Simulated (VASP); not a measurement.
# CuO (P4_2/mmc) in VASP: a series of runs, part 2 of 2

VASP 6.6.1. The steps go on from the part before.

**3. Single point, PBE**

This run uses another cell than the first one, of 11.03 Å³/atom, 0.986 times its volume.

INCAR reads:

```
SYSTEM = CuO
PREC = Accurate
ENCUT = 700
EDIFF = 1E-6
ISMEAR = -1
SIGMA = 0.05
LREAL = .False.
LASPH = .True.
NELM = 120
ALGO = Normal
ISIF = 2
LWAVE = .False.
LCHARG = .False.
GGA = PE
NBANDS = 33
GGA_COMPAT = .False.
```

KPOINTS reads:

```
regular mesh
0
Gamma
  8 8 6
  0 0 0
```

POSCAR reads:

```
CuO
1.0
    2.9268246988      0.0000000000      0.0000000000
    0.0000000000      2.9268246988      0.0000000000
    0.0000000000      0.0000000000      5.1510363492
Cu O
2 2
Direct
    0.0000000000      0.5000000000      0.0000000000
    0.5000000000      0.0000000000      0.5000000000
    0.0000000000      0.0000000000      0.2500000000
    0.0000000000      0.0000000000      0.7500000000
```

Potentials or basis: VASP PAW PBE potentials, release 64 (Cu_sv_GW, O).

The run is started by

```console
$ cat potpaw_PBE.64/Cu_sv_GW/POTCAR potpaw_PBE.64/O/POTCAR > POTCAR
$ mpirun -np 1 vasp_std > vasp.out
```

OUTCAR:

```text
SYSTEM = CuO
   PREC = Accurate
   ENCUT = 700
   EDIFF = 1E-6
   ISMEAR = -1
   LREAL = .False.
   LASPH = .True.
   NELM = 120
   ISIF = 2
   GGA = PE

 ion  position               nearest neighbor table
   1  0.000  0.500  0.000-   3 1.95   4 1.95   3 1.95   4 1.95
   2  0.500  0.000  0.500-   3 1.95   4 1.95   3 1.95   4 1.95
   3  0.000  0.000  0.250-   1 1.95   2 1.95   1 1.95   2 1.95
   4  0.000  0.000  0.750-   1 1.95   2 1.95   1 1.95   2 1.95

  LATTYP: Found a simple tetragonal cell.
 ALAT       =     2.9268246988
 C/A-ratio  =     1.7599401670

  Lattice vectors:

 A1 = (   2.9268246988,   0.0000000000,   0.0000000000)
 A2 = (   0.0000000000,   2.9268246988,   0.0000000000)
 A3 = (   0.0000000000,   0.0000000000,   5.1510363492)

Analysis of symmetry for initial positions (statically):
=====================================================================
 Subroutine PRICEL returns:
 Original cell was already a primitive cell.

 Routine SETGRP: Setting up the symmetry group for a
 simple tetragonal supercell.

 Subroutine GETGRP returns: Found 16 space group operations
 (whereof  8 operations were pure point group operations)
 out of a pool of 16 trial point group operations.

The static configuration has the point symmetry D_2h.
 The point group associated with its full space group is D_4h.

Analysis of symmetry for dynamics (positions and initial velocities):
=====================================================================
 Subroutine PRICEL returns:
 Original cell was already a primitive cell.

 Routine SETGRP: Setting up the symmetry group for a
 simple tetragonal supercell.

 Subroutine GETGRP returns: Found 16 space group operations
 (whereof  8 operations were pure point group operations)
 out of a pool of 16 trial point group operations.

The dynamic configuration has the point symmetry D_2h.
 The point group associated with its full space group is D_4h.

 Subroutine INISYM returns: Found 16 space group operations
 (whereof  8 operations are pure point group operations),
 and found     1 'primitive' translations

----------------------------------------------------------------------------------------

                                     Primitive cell

  volume of cell :      44.1253

  direct lattice vectors                    reciprocal lattice vectors
     2.926824699  0.000000000  0.000000000     0.341667200  0.000000000  0.000000000
     0.000000000  2.926824699  0.000000000     0.000000000  0.341667200  0.000000000
     0.000000000  0.000000000  5.151036349     0.000000000  0.000000000  0.194135691

  length of vectors
     2.926824699  2.926824699  5.151036349     0.341667200  0.341667200  0.194135691

  position of ions in fractional coordinates (direct lattice)
     0.000000000  0.500000000  0.000000000
     0.500000000  0.000000000  0.500000000
     0.000000000  0.000000000  0.250000000
     0.000000000  0.000000000  0.750000000

  ion indices of the primitive-cell ions
   primitive index   ion index
                 1           1
                 2           2
                 3           3
                 4           4

----------------------------------------------------------------------------------------

 KPOINTS: regular mesh

Automatic generation of k-mesh.
 Grid dimensions read from file:
 generate k-points for:    8    8    6

 Generating k-lattice:

  Cartesian coordinates                     Fractional coordinates (reciprocal lattice)
     0.042708400  0.000000000  0.000000000     0.125000000  0.000000000  0.000000000
     0.000000000  0.042708400  0.000000000     0.000000000  0.125000000  0.000000000
     0.000000000  0.000000000  0.032355948     0.000000000  0.000000000  0.166666667

  Length of vectors
     0.042708400  0.042708400  0.032355948

  Shift w.r.t. Gamma in fractional coordinates (k-lattice)
     0.000000000  0.000000000  0.000000000

 Subroutine IBZKPT returns following result:
 ===========================================

 Found     60 irreducible k-points:

 Following reciprocal coordinates:
            Coordinates               Weight
  0.000000  0.000000  0.000000      1.000000
  0.125000  0.000000  0.000000      4.000000
  0.250000  0.000000  0.000000      4.000000
  0.375000  0.000000  0.000000      4.000000
  0.500000  0.000000  0.000000      2.000000
  0.125000  0.125000  0.000000      4.000000
[... 16 lines left out ...]
  0.375000  0.125000  0.166667     16.000000
  0.500000  0.125000  0.166667      8.000000
 [... further k-points ...]
   k-points           NKPTS =     60   k-points in BZ     NKDIM =     60   number of bands    NBANDS=     33
   number of dos      NEDOS =    301   number of ions     NIONS =      4
   total plane-waves  NPLWV =  37632
   dimension x,y,z NGX =    28 NGY =   28 NGZ =   48
   dimension x,y,z NGXF=    56 NGYF=   56 NGZF=   96
   ions per type =               2   2
   NGX,Y,Z   is equivalent  to a cutoff of  15.90, 15.90, 15.49 a.u.
   NGXF,Y,Z  is equivalent  to a cutoff of  31.81, 31.81, 30.98 a.u.
 SYSTEM =  CuO
   PREC   = accura    normal or accurate (medium, high low for compatibility)
   ISTART =      0    job   : 0-new  1-cont  2-samecut
   ICHARG =      2    charge: 1-file 2-atom 10-const
   ISPIN  =      1    spin polarized calculation?
   LNONCOLLINEAR =      F non collinear calculations
   LSORBIT =      F    spin-orbit coupling
   LASPH  =      T    aspherical Exc in radial PAW
   ENCUT  =  700.0 eV  51.45 Ry    7.17 a.u.   6.31  6.31 11.11*2*pi/ulx,y,z
   NELM   =    120;   NELMIN=  2; NELMDL= -5     # of ELM steps
   EDIFF  = 0.1E-05   stopping-criterion for ELM
   LREAL  =      F    real-space projection
   EDIFFG = 0.1E-04   stopping-criterion for IOM
   NSW    =      0    number of steps for IOM
   IBRION =     -1    ionic relax: 0-MD 1-quasi-New 2-CG
   NFREE  =      0    steps in history (QN), initial steepest desc. (CG)
   ISIF   =      2    stress and relaxation
   ISYM   =      2    0-nonsym 1-usesym 2-fastsym
   POTIM  = 0.5000    time-step for ionic-motion
   TEBEG  =    0.0;   TEEND  =   0.0 temperature during run
   PSTRESS=    0.0 pullay stress
   NELECT =      50.0000    total number of electrons
   NUPDOWN=      -1.0000    fix difference up-down
   EMIN   =  10.00;   EMAX   =-10.00  energy-range for DOS
   EFERMI =   0.00;   METHOD = LEGACY
   ISMEAR =    -1;   SIGMA  =   0.05  broadening in eV -4-tet -1-fermi 0-gaus
   EFERMI_NEDOS =   21; number of points for ismear=-14 and -15
   IALGO  =     38    algorithm
   IMIX   =      4    mixing-type and parameters
     AMIX     =   0.40;   BMIX     =  1.00
     AMIX_MAG =   1.60;   BMIX_MAG =  1.00
  volume/ion in A,a.u.               =      11.03        74.44
  Fermi-wavevector in a.u.,A,eV,Ry     =   1.706746  3.225282 39.633512  2.912981
  Thomas-Fermi vector in A             =   2.785725
   LORBIT       =      0    0 simple, 1 ext, 2 COOP (PROOUT), +10 PAW based schemes
   GGA     = PE    functional components
   LHFCALC =     F    Hartree Fock is set to
   AEXX    =    0.0000 exact exchange contribution
   IVDW    =     0    specifies the selected vdW correction
   LEPSILON=     F    determine dielectric tensor
   LRPA    =     F    only Hartree local field effects (RPA)
 non-spin polarized calculation
  energy-cutoff  :      700.00
  volume of cell :       44.13
 maximum number of plane-waves:      1872
 NGX is ok and might be reduce to    28
   NGX = 13   NGY = 13   NGZ = 23

 number of electron      49.9999984 magnetization

 Free energy of the ion-electron system (eV)
  ---------------------------------------------------
  ext. energy  EPLUGINS =         0.00000000
  ---------------------------------------------------
  free energy    TOTEN  =       -19.90000194 eV

  energy without entropy =      -19.88330911  energy(sigma->0) =      -19.89165552

 E-fermi :   4.9914     XC(G=0): -11.6856

 val. band max:        4.9236080096   @ k =   0.3750   0.0000   0.1667
 cond. band min:       4.9983383956   @ k =   0.1250   0.1250   0.3333
 fundamental gap:      0.0747303860
 Fermi energy:         4.9914429928

 k-point     1 :       0.0000    0.0000    0.0000
  band No.  band energies     occupation
      1    -107.7601      2.00000
      2    -107.7600      2.00000
      3     -65.2611      2.00000
      4     -65.2611      2.00000
      5     -65.2271      2.00000
      6     -65.2206      2.00000
[... 25 lines left out ...]
     32      19.4500      0.00000
     33      19.8021      0.00000
[... 797 lines left out ...]
      3     -65.2738      2.00000
      4     -65.2629      2.00000
      5     -65.2234      2.00000
      6     -65.2229      2.00000
[... 25 lines left out ...]
     32      18.6357      0.00000
     33      18.6459      0.00000

 [... further k-points ...]
[... 5 lines left out ...]
  --------------------------------------------------------------------------------------
  -------------------------------------------------------------------------------------
  Total       -0.1852616     -0.1852616     -0.1616915      0.0000000      0.0000000      0.0000000
  in kB       -6.7267898     -6.7267898     -5.8709697      0.0000000      0.0000000      0.0000000
  external PRESSURE =      -6.4415164 kB  Pullay stress =       0.0000000 kB

 VOLUME and BASIS-vectors are now :
 -----------------------------------------------------------------------------
  energy-cutoff  :      700.00
  volume of cell :       44.13
      direct lattice vectors                 reciprocal lattice vectors
     2.926824699  0.000000000  0.000000000     0.341667200  0.000000000  0.000000000
     0.000000000  2.926824699  0.000000000     0.000000000  0.341667200  0.000000000
     0.000000000  0.000000000  5.151036349     0.000000000  0.000000000  0.194135691

 POSITION                                       TOTAL-FORCE (eV/Angst)
 -----------------------------------------------------------------------------------
      0.00000      1.46341      0.00000         0.000000     -0.000000      0.000000
      1.46341      0.00000      2.57552         0.000000     -0.000000      0.000000
      0.00000      0.00000      1.28776         0.000000      0.000000     -0.000000
      0.00000      0.00000      3.86328         0.000000      0.000000     -0.000000
 -----------------------------------------------------------------------------------
    total drift:                                0.000000      0.000000      0.000000

  FREE ENERGIE OF THE ION-ELECTRON SYSTEM (eV)
  ---------------------------------------------------
  free  energy   TOTEN  =       -19.9000019352 eV

  energy  without entropy=      -19.8833091100  energy(sigma->0) =      -19.89165552
```

stdout:

```text
POSCAR found type information on POSCAR CuO
 POSCAR found :  2 types and       4 ions
 scaLAPACK will be used
 LDA part: xc-table for (Slater+PW92), standard interpolation
 POSCAR, INCAR and KPOINTS ok, starting setup
 FFT: planning ... GRIDC
 FFT: planning ... GRID_SOFT
 FFT: planning ... GRID
 WAVECAR not read
 entering main loop
```

It took 86 s on 1 thread of Intel Xeon 6975P-C (Granite Rapids), shared host; peak memory 0.28 GiB.

Results:

```
Free energy            : -19.9000 eV
Pressure               : -0.6 GPa
Band gap on the k mesh : zero (band 25 reaches 5.65 eV, above the bottom of band 26 at 4.48 eV)
```

Caveat: semilocal functionals often make such compounds metallic where correlation or magnetic order opens a gap, which also shifts bond lengths. With open d or f shells a metallic result of PBE can be an artefact of self-interaction; +U or a hybrid may open a gap.
